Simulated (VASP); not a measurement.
# NaB (Fm-3m) in VASP: notebook

The runs below take NaB through relaxation of cell and atoms, with LDA.

Program: VASP 6.6.1. These are calculated values, not measurements. Logs are shortened: lines on timing, memory, paths and dates and some standing lists are left out, and cuts for length are marked.

## 1. The cell of the first run

Symmetry: Fm-3m, No. 225, cubic system. Conventional cell: a = 5.368 Å, b = 5.368 Å, c = 5.368 Å, α = 90.00°, β = 90.00°, γ = 90.00°. Within 3.5 Å of Na (site symmetry m-3m) lie 6 B at 2.68 Å. B (site symmetry m-3m) has 6 Na at 2.68 Å within 3.5 Å.

## 2. Relaxation of cell and atoms, LDA

INCAR reads:

```
  ALGO = Normal
  EDIFF = 1E-6
  EDIFFG = -0.001
  ENCUT = 600
  IBRION = 2
  ISIF = 3
  ISMEAR = 1
  LASPH = True
  LCHARG = False
  LREAL = False
  LWAVE = False
  NELM = 60
  NSW = 80
  PREC = Accurate
  SIGMA = 0.02
```

KPOINTS reads:

```
k-points
0
Gamma
  4 4 4
```

POSCAR reads:

```
NaB
1.0
    0.0000000000      2.6838690000      2.6838690000
    2.6838690000      0.0000000000      2.6838690000
    2.6838690000      2.6838690000      0.0000000000
Na B
1 1
Direct
    0.0000000000      0.0000000000      0.0000000000
    0.5000000000      0.5000000000      0.5000000000
```

Potentials or basis: VASP PAW LDA potentials, release 64 (Na_pv, B).

Command:

```console
> cat potpaw_LDA.64/Na_pv/POTCAR potpaw_LDA.64/B/POTCAR > POTCAR
> mpirun -np 1 vasp_std > vasp.out
```

OUTCAR:

```text
EDIFF = 1E-6
   EDIFFG = -0.001
   ENCUT = 600
   IBRION = 2
   ISIF = 3
   ISMEAR = 1
   LASPH = True
   LREAL = False
   NELM = 60
   NSW = 80
   PREC = Accurate

 ion  position               nearest neighbor table
   1  0.000  0.000  0.000-
   2  0.500  0.500  0.500-

  LATTYP: Found a face centered cubic cell.
 ALAT       =     5.3677380000

  Lattice vectors:

 A1 = (   0.0000000000,   2.6838690000,   2.6838690000)
 A2 = (   2.6838690000,   0.0000000000,   2.6838690000)
 A3 = (   2.6838690000,   2.6838690000,   0.0000000000)

Analysis of symmetry for initial positions (statically):
=====================================================================
 Subroutine PRICEL returns:
 Original cell was already a primitive cell.

 Routine SETGRP: Setting up the symmetry group for a
 face centered cubic supercell.

 Subroutine GETGRP returns: Found 48 space group operations
 (whereof 48 operations were pure point group operations)
 out of a pool of 48 trial point group operations.

The static configuration has the point symmetry O_h .

Analysis of symmetry for dynamics (positions and initial velocities):
=====================================================================
 Subroutine PRICEL returns:
 Original cell was already a primitive cell.

 Routine SETGRP: Setting up the symmetry group for a
 face centered cubic supercell.

 Subroutine GETGRP returns: Found 48 space group operations
 (whereof 48 operations were pure point group operations)
 out of a pool of 48 trial point group operations.

The dynamic configuration has the point symmetry O_h .

 Subroutine INISYM returns: Found 48 space group operations
 (whereof 48 operations are pure point group operations),
 and found     1 'primitive' translations

----------------------------------------------------------------------------------------

                                     Primitive cell

  volume of cell :      38.6646

  direct lattice vectors                    reciprocal lattice vectors
     0.000000000  2.683869000  2.683869000    -0.186298214  0.186298214  0.186298214
     2.683869000  0.000000000  2.683869000     0.186298214 -0.186298214  0.186298214
     2.683869000  2.683869000  0.000000000     0.186298214  0.186298214 -0.186298214

  length of vectors
     3.795563939  3.795563939  3.795563939     0.322677971  0.322677971  0.322677971

  position of ions in fractional coordinates (direct lattice)
[... 52 lines left out ...]
 SYSTEM =  unknown system
   PREC   = accura    normal or accurate (medium, high low for compatibility)
   ISTART =      0    job   : 0-new  1-cont  2-samecut
   ICHARG =      2    charge: 1-file 2-atom 10-const
   ISPIN  =      1    spin polarized calculation?
   LNONCOLLINEAR =      F non collinear calculations
   LSORBIT =      F    spin-orbit coupling
   LASPH  =      T    aspherical Exc in radial PAW
   ENCUT  =  600.0 eV  44.10 Ry    6.64 a.u.   7.58  7.58  7.58*2*pi/ulx,y,z
   NELM   =     60;   NELMIN=  2; NELMDL= -5     # of ELM steps
   EDIFF  = 0.1E-05   stopping-criterion for ELM
   LREAL  =      F    real-space projection
   EDIFFG = -.1E-02   stopping-criterion for IOM
   NSW    =     80    number of steps for IOM
   IBRION =      2    ionic relax: 0-MD 1-quasi-New 2-CG
   NFREE  =      1    steps in history (QN), initial steepest desc. (CG)
   ISIF   =      3    stress and relaxation
   ISYM   =      2    0-nonsym 1-usesym 2-fastsym
   POTIM  = 0.5000    time-step for ionic-motion
   TEBEG  =    0.0;   TEEND  =   0.0 temperature during run
   PSTRESS=    0.0 pullay stress
   NELECT =      10.0000    total number of electrons
   NUPDOWN=      -1.0000    fix difference up-down
   EMIN   =  10.00;   EMAX   =-10.00  energy-range for DOS
   EFERMI =   0.00;   METHOD = LEGACY
   ISMEAR =     1;   SIGMA  =   0.02  broadening in eV -4-tet -1-fermi 0-gaus
   EFERMI_NEDOS =   21; number of points for ismear=-14 and -15
   IALGO  =     38    algorithm
   IMIX   =      4    mixing-type and parameters
     AMIX     =   0.40;   BMIX     =  1.00
     AMIX_MAG =   1.60;   BMIX_MAG =  1.00
  volume/ion in A,a.u.               =      19.33       130.46
  Fermi-wavevector in a.u.,A,eV,Ry     =   1.043046  1.971071 14.802394  1.087945
  Thomas-Fermi vector in A             =   2.177738
   LORBIT       =      0    0 simple, 1 ext, 2 COOP (PROOUT), +10 PAW based schemes
   GGA     = CA    functional components
   LHFCALC =     F    Hartree Fock is set to
   AEXX    =    0.0000 exact exchange contribution
   IVDW    =     0    specifies the selected vdW correction
   LEPSILON=     F    determine dielectric tensor
   LRPA    =     F    only Hartree local field effects (RPA)
 conjugate gradient relaxation of ions
 non-spin polarized calculation
 Methfessel and Paxton  Order N= 1 SIGMA  =   0.02
  energy-cutoff  :      600.00
  volume of cell :       38.66
 maximum number of plane-waves:      1308
   NGX = 15   NGY = 15   NGZ = 15

--------------------------------------- Ionic step        1  -------------------------------------------

 number of electron      10.0000005 magnetization

 Free energy of the ion-electron system (eV)
  ---------------------------------------------------
  ext. energy  EPLUGINS =         0.00000000
  ---------------------------------------------------
  free energy    TOTEN  =        -4.86408984 eV

  energy without entropy =       -4.86409938  energy(sigma->0) =       -4.86409302

------------------------ aborting loop because EDIFF is reached ----------------------------------------

  FORCE on cell =-STRESS in cart. coord.  units (eV):
  Direction    XX          YY          ZZ          XY          YZ          ZX
  --------------------------------------------------------------------------------------
  -------------------------------------------------------------------------------------
  Total       -0.4043203     -0.4043203     -0.4043203      0.0000000     -0.0000000      0.0000000
  in kB      -16.7541407    -16.7541407    -16.7541407      0.0000000     -0.0000000      0.0000000
  external PRESSURE =     -16.7541407 kB  Pullay stress =       0.0000000 kB
[... 95 lines left out ...]
--------------------------------------- Ionic step        4  -------------------------------------------

 number of electron       9.9999994 magnetization

 Free energy of the ion-electron system (eV)
  ---------------------------------------------------
  ext. energy  EPLUGINS =         0.00000000
  ---------------------------------------------------
  free energy    TOTEN  =        -4.88221771 eV

  energy without entropy =       -4.88181014  energy(sigma->0) =       -4.88208185

 E-fermi :   1.2958     XC(G=0):  -8.9644

 val. band max:        1.2889468486   @ k =  -0.2500   0.2500   0.0000
 cond. band min:       1.3188722592   @ k =   0.2500   0.0000   0.0000
 fundamental gap:      0.0299254107
 Fermi energy:         1.2958308949

 k-point     1 :       0.0000    0.0000    0.0000
  band No.  band energies     occupation
      1     -21.9068      2.00000
      2     -21.9068      2.00000
      3     -21.9068      2.00000
      4      -6.3524      2.00000
      5       3.5970      0.00000
      6       3.5970      0.00000
      7       3.5970      0.00000
      8       9.4251      0.00000
      9      11.5436      0.00000
[... 111 lines left out ...]
  FREE ENERGIE OF THE ION-ELECTRON SYSTEM (eV)
  ---------------------------------------------------
  free  energy   TOTEN  =        -4.8822177083 eV

  energy  without entropy=       -4.8818101436  energy(sigma->0) =       -4.88208185

 reached required accuracy - stopping structural energy minimisation
```

Wall time 11 s (1 thread of Intel Xeon 6975P-C, shared host); peak memory 0.14 GiB.

Results:

```yaml
Free_energy: -4.8822 eV
Relaxed_volume: 17.63 Å³/atom
Relaxed_cell: a = 3.681 Å, b = 3.681 Å, c = 3.681 Å, α = 60.00°, β = 60.00°, γ = 60.00°
Space_group_after_relaxing_to_0.05_Å: Fm-3m (No. 225)
Energy_gained_by_relaxing: 9.1 meV/atom
Ionic_steps: 4
Pressure_after_relaxing: 0.0 GPa
Band_gap_on_the_k_mesh: zero (band 5 reaches 3.60 eV, above the bottom of band 6 at 0.40 eV)
```

The path:
| step | energy change (eV) | largest force (eV/Å) | pressure (GPa) | volume (Å³) |
| --- | --- | --- | --- | --- |
| 1 | 0.0000 | 0.0000 | -1.68 | 38.66 |
| 2 | -0.0093 | 0.0000 | -0.91 | 37.54 |
| 3 | -0.0136 | 0.0000 | -0.68 | 36.77 |
| 4 | -0.0181 | 0.0000 | 0.00 | 35.26 |

Final structure:
```
Na B
1.0
     0.00000    2.60257    2.60257
     2.60257    0.00000    2.60257
     2.60257    2.60257    0.00000
Na B
1 1
Direct
  0.00000 0.00000 0.00000
  0.50000 0.50000 0.50000
```

Caveat: the k points lie up to 0.52 Å⁻¹ apart in the final cell.

## 3. Relaxation of cell and atoms, LDA, target pressure 5 GPa, at which the enthalpy is minimised

INCAR reads:

```
SYSTEM = NaB
ALGO = Normal ; EDIFF = 1E-6
EDIFFG = -0.001 ; ENCUT = 600
GGA = CA ; IBRION = 2
ISIF = 3 ; ISMEAR = 1
LASPH = .TRUE. ; LCHARG = .FALSE.
LREAL = .FALSE. ; LWAVE = .FALSE.
NELM = 60 ; NSW = 80
PREC = Accurate ; PSTRESS = 50.0
SIGMA = 0.02
```

KPOINTS reads:

```
k-points
0
G
  4 4 4
  0 0 0
```

POSCAR is that of step 2.

Potentials or basis: VASP PAW LDA potentials, release 64 (Na_pv, B).

Command:

```console
> cat potpaw_LDA.64/Na_pv/POTCAR potpaw_LDA.64/B/POTCAR > POTCAR
> mpirun -np 1 vasp_std > vasp.out
```

OUTCAR:

```text
SYSTEM = NaB
   EDIFF = 1E-6
   EDIFFG = -0.001
   ENCUT = 600
   GGA = CA
   IBRION = 2
   ISIF = 3
   ISMEAR = 1
   LASPH = .TRUE.
   LREAL = .FALSE.
   NELM = 60
   NSW = 80
   PREC = Accurate
   PSTRESS = 50.0

 ion  position               nearest neighbor table
   1  0.000  0.000  0.000-
   2  0.500  0.500  0.500-

  LATTYP: Found a face centered cubic cell.
 ALAT       =     5.3677380000

  Lattice vectors:

 A1 = (   0.0000000000,   2.6838690000,   2.6838690000)
 A2 = (   2.6838690000,   0.0000000000,   2.6838690000)
 A3 = (   2.6838690000,   2.6838690000,   0.0000000000)

Analysis of symmetry for initial positions (statically):
=====================================================================
 Subroutine PRICEL returns:
 Original cell was already a primitive cell.

 Routine SETGRP: Setting up the symmetry group for a
 face centered cubic supercell.

 Subroutine GETGRP returns: Found 48 space group operations
 (whereof 48 operations were pure point group operations)
 out of a pool of 48 trial point group operations.

The static configuration has the point symmetry O_h .

Analysis of symmetry for dynamics (positions and initial velocities):
=====================================================================
 Subroutine PRICEL returns:
 Original cell was already a primitive cell.

 Routine SETGRP: Setting up the symmetry group for a
 face centered cubic supercell.

 Subroutine GETGRP returns: Found 48 space group operations
 (whereof 48 operations were pure point group operations)
 out of a pool of 48 trial point group operations.

The dynamic configuration has the point symmetry O_h .

 Subroutine INISYM returns: Found 48 space group operations
 (whereof 48 operations are pure point group operations),
 and found     1 'primitive' translations

----------------------------------------------------------------------------------------

                                     Primitive cell

  volume of cell :      38.6646

  direct lattice vectors                    reciprocal lattice vectors
     0.000000000  2.683869000  2.683869000    -0.186298214  0.186298214  0.186298214
     2.683869000  0.000000000  2.683869000     0.186298214 -0.186298214  0.186298214
     2.683869000  2.683869000  0.000000000     0.186298214  0.186298214 -0.186298214

  length of vectors
     3.795563939  3.795563939  3.795563939     0.322677971  0.322677971  0.322677971

  position of ions in fractional coordinates (direct lattice)
     0.000000000  0.000000000  0.000000000
     0.500000000  0.500000000  0.500000000

  ion indices of the primitive-cell ions
   primitive index   ion index
                 1           1
                 2           2

----------------------------------------------------------------------------------------

 KPOINTS: k-points

Automatic generation of k-mesh.
 Grid dimensions read from file:
 generate k-points for:    4    4    4

 Generating k-lattice:

  Cartesian coordinates                     Fractional coordinates (reciprocal lattice)
    -0.046574553  0.046574553  0.046574553     0.250000000  0.000000000  0.000000000
     0.046574553 -0.046574553  0.046574553     0.000000000  0.250000000  0.000000000
     0.046574553  0.046574553 -0.046574553     0.000000000  0.000000000  0.250000000

  Length of vectors
     0.080669493  0.080669493  0.080669493

  Shift w.r.t. Gamma in fractional coordinates (k-lattice)
     0.000000000  0.000000000  0.000000000

 Subroutine IBZKPT returns following result:
 ===========================================

 Found      8 irreducible k-points:

 Following reciprocal coordinates:
            Coordinates               Weight
  0.000000  0.000000  0.000000      1.000000
  0.250000  0.000000  0.000000      8.000000
  0.500000  0.000000  0.000000      4.000000
  0.250000  0.250000  0.000000      6.000000
  0.500000  0.250000  0.000000     24.000000
 -0.250000  0.250000  0.000000     12.000000
  0.500000  0.500000  0.000000      3.000000
 -0.250000  0.500000  0.250000      6.000000
   k-points           NKPTS =      8   k-points in BZ     NKDIM =      8   number of bands    NBANDS=      9
   number of dos      NEDOS =    301   number of ions     NIONS =      2
   total plane-waves  NPLWV =  27000
   dimension x,y,z NGX =    30 NGY =   30 NGZ =   30
   dimension x,y,z NGXF=    60 NGYF=   60 NGZF=   60
   ions per type =               1   1
   NGX,Y,Z   is equivalent  to a cutoff of  13.14, 13.14, 13.14 a.u.
   NGXF,Y,Z  is equivalent  to a cutoff of  26.28, 26.28, 26.28 a.u.
 SYSTEM =  NaB
   PREC   = accura    normal or accurate (medium, high low for compatibility)
   ISTART =      0    job   : 0-new  1-cont  2-samecut
   ICHARG =      2    charge: 1-file 2-atom 10-const
   ISPIN  =      1    spin polarized calculation?
   LNONCOLLINEAR =      F non collinear calculations
   LSORBIT =      F    spin-orbit coupling
   LASPH  =      T    aspherical Exc in radial PAW
   ENCUT  =  600.0 eV  44.10 Ry    6.64 a.u.   7.58  7.58  7.58*2*pi/ulx,y,z
   NELM   =     60;   NELMIN=  2; NELMDL= -5     # of ELM steps
   EDIFF  = 0.1E-05   stopping-criterion for ELM
   LREAL  =      F    real-space projection
   EDIFFG = -.1E-02   stopping-criterion for IOM
   NSW    =     80    number of steps for IOM
   IBRION =      2    ionic relax: 0-MD 1-quasi-New 2-CG
   NFREE  =      1    steps in history (QN), initial steepest desc. (CG)
   ISIF   =      3    stress and relaxation
   ISYM   =      2    0-nonsym 1-usesym 2-fastsym
   POTIM  = 0.5000    time-step for ionic-motion
   TEBEG  =    0.0;   TEEND  =   0.0 temperature during run
   PSTRESS=   50.0 pullay stress
   NELECT =      10.0000    total number of electrons
   NUPDOWN=      -1.0000    fix difference up-down
   EMIN   =  10.00;   EMAX   =-10.00  energy-range for DOS
   EFERMI =   0.00;   METHOD = LEGACY
   ISMEAR =     1;   SIGMA  =   0.02  broadening in eV -4-tet -1-fermi 0-gaus
   EFERMI_NEDOS =   21; number of points for ismear=-14 and -15
   IALGO  =     38    algorithm
   IMIX   =      4    mixing-type and parameters
     AMIX     =   0.40;   BMIX     =  1.00
     AMIX_MAG =   1.60;   BMIX_MAG =  1.00
  volume/ion in A,a.u.               =      19.33       130.46
  Fermi-wavevector in a.u.,A,eV,Ry     =   1.043046  1.971071 14.802394  1.087945
  Thomas-Fermi vector in A             =   2.177738
   LORBIT       =      0    0 simple, 1 ext, 2 COOP (PROOUT), +10 PAW based schemes
   GGA     = CA    functional components
   LHFCALC =     F    Hartree Fock is set to
   AEXX    =    0.0000 exact exchange contribution
   IVDW    =     0    specifies the selected vdW correction
   LEPSILON=     F    determine dielectric tensor
   LRPA    =     F    only Hartree local field effects (RPA)
 conjugate gradient relaxation of ions
 non-spin polarized calculation
 Methfessel and Paxton  Order N= 1 SIGMA  =   0.02
  energy-cutoff  :      600.00
  volume of cell :       38.66
 maximum number of plane-waves:      1308
   NGX = 15   NGY = 15   NGZ = 15

--------------------------------------- Ionic step        1  -------------------------------------------

 number of electron      10.0000005 magnetization

 Free energy of the ion-electron system (eV)
  ---------------------------------------------------
  ext. energy  EPLUGINS =         0.00000000
  ---------------------------------------------------
  free energy    TOTEN  =        -4.86408984 eV

  energy without entropy =       -4.86409938  energy(sigma->0) =       -4.86409302

------------------------ aborting loop because EDIFF is reached ----------------------------------------

  FORCE on cell =-STRESS in cart. coord.  units (eV):
  Direction    XX          YY          ZZ          XY          YZ          ZX
  --------------------------------------------------------------------------------------
  -------------------------------------------------------------------------------------
  Total       -0.4043203     -0.4043203     -0.4043203      0.0000000     -0.0000000      0.0000000
  in kB      -16.7541407    -16.7541407    -16.7541407      0.0000000     -0.0000000      0.0000000
  external PRESSURE =     -66.7541407 kB  Pullay stress =      50.0000000 kB
[... 251 lines left out ...]
  enthalpy is  TOTEN    =        -3.8489005929 eV   P V=        0.9788805203

--------------------------------------- Ionic step        8  -------------------------------------------

 number of electron      10.0000000 magnetization

 Free energy of the ion-electron system (eV)
  ---------------------------------------------------
  ext. energy  EPLUGINS =         0.00000000
  ---------------------------------------------------
  free energy    TOTEN  =        -4.82788505 eV

  energy without entropy =       -4.82711139  energy(sigma->0) =       -4.82762716

 E-fermi :   1.8628     XC(G=0):  -9.4110

 val. band max:        1.8565400972   @ k =  -0.2500   0.2500   0.0000
 cond. band min:       1.9993118493   @ k =   0.2500   0.0000   0.0000
 fundamental gap:      0.1427717520
 Fermi energy:         1.8627709568

 k-point     1 :       0.0000    0.0000    0.0000
  band No.  band energies     occupation
      1     -21.2186      2.00000
      2     -21.2186      2.00000
      3     -21.2186      2.00000
      4      -6.1671      2.00000
      5       4.4800      0.00000
      6       4.4800      0.00000
      7       4.4800      0.00000
      8      11.3897      0.00000
      9      12.6104      0.00000
[... 111 lines left out ...]
  FREE ENERGIE OF THE ION-ELECTRON SYSTEM (eV)
  ---------------------------------------------------
  free  energy   TOTEN  =        -4.8278850460 eV

  energy  without entropy=       -4.8271113942  energy(sigma->0) =       -4.82762716

  enthalpy is  TOTEN    =        -3.8489005220 eV   P V=        0.9789845240

 reached required accuracy - stopping structural energy minimisation
```

It took 13 s on 1 thread of Intel Xeon 6975P-C, shared host; peak memory 0.14 GiB.

Results:

```
Free energy                                            : -4.8279 eV
Relaxed volume                                         : 15.69 Å³/atom
Relaxed cell                                           : a = 3.540 Å, b = 3.540 Å, c = 3.540 Å, α = 60.00°, β = 60.00°, γ = 60.00°
Space group after relaxing (to 0.05 Å)                 : Fm-3m (No. 225)
Energy change on relaxing (the enthalpy is what falls) : +18.1 meV/atom
Ionic steps                                            : 8
Pressure after relaxing                                : 5.0 GPa
Band gap on the k mesh                                 : zero (band 5 reaches 4.48 eV, above the bottom of band 6 at 0.88 eV)
```

Step by step:
```tsv
step	energy change (eV)	largest force (eV/Å)	pressure (GPa)	volume (Å³)
1	0.0000	0.0000	-1.68	38.66
2	-0.0157	0.0000	0.93	34.33
3	0.0308	0.0000	4.68	31.55
4	0.0372	0.0000	5.07	31.34
5	0.0360	0.0000	4.89	31.38
6	0.0364	0.0000	5.04	31.36
7	0.0363	0.0000	5.02	31.37
8	0.0362	0.0000	5.01	31.37
```

Final structure:
```
CELL_PARAMETERS angstrom
0.00000 2.50320 2.50320
2.50320 0.00000 2.50320
2.50320 2.50320 0.00000
ATOMIC_POSITIONS crystal
Na 0.00000 0.00000 0.00000
B 0.50000 0.50000 0.50000
```

Caveat: the k points lie up to 0.54 Å⁻¹ apart in the final cell; the cell is relaxed towards a set pressure, so the enthalpy falls and the energy may rise; the volume moved by over 15 % at a fixed basis, so the end points are rough.
